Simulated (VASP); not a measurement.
Write the native input for VASP 6.6.1 that does the following.

```
Task                   : single point
Functional             : PBE
Potentials or basis    : VASP PAW PBE potentials, release 64 (Nb_sv, Cd)
Cutoff                 : 520 eV
k mesh                 : 4 × 4 × 4
Occupations            : gaussian, width 0.1 eV
Spin                   : no spin polarisation
Dipole correction      : no
Further INCAR settings : ALGO = Normal; EDIFF = 1e-06; NBANDS = 32
```

The structure of NbCd3 lies in POSCAR:

```
NbCd3
1.0
    4.3082562829      0.0000000000      0.0000000000
    0.0000000000      4.3082562829      0.0000000000
    0.0000000000      0.0000000000      4.3082562829
Nb Cd
1 3
Direct
    0.0000000000      0.0000000000      0.0000000000
    0.0000000000      0.5000000000      0.5000000000
    0.5000000000      0.0000000000      0.5000000000
    0.5000000000      0.5000000000      0.0000000000
```

These files were run (other wordings do the same):

INCAR

```
PREC = Accurate
ENCUT = 520
EDIFF = 1E-6
ISMEAR = 0
SIGMA = 0.1
LREAL = False
LASPH = True
NELM = 60
ALGO = Normal
ISIF = 2
LWAVE = False
LCHARG = False
GGA = PE
NBANDS = 32
```

KPOINTS

```
regular mesh
0
Gamma
  4 4 4
```

Potentials or basis: VASP PAW PBE potentials, release 64 (Nb_sv, Cd).

The run is started by

```sh
$ cat potpaw_PBE.64/Nb_sv/POTCAR potpaw_PBE.64/Cd/POTCAR > POTCAR
$ mpirun -np 1 vasp_std > vasp.out
```

Results of the run:

The pressure is 0.3 GPa and the band gap on the k mesh is zero (an odd number of electrons rules out a gap without spin polarisation).

Caveat: the k points lie up to 0.36 Å⁻¹ apart, too coarse for converged energies and pressures of a metal.

It took 23 s on 1 thread of Oxide Virtual Turin-like Processor (shared host), peak memory 0.14 GiB.
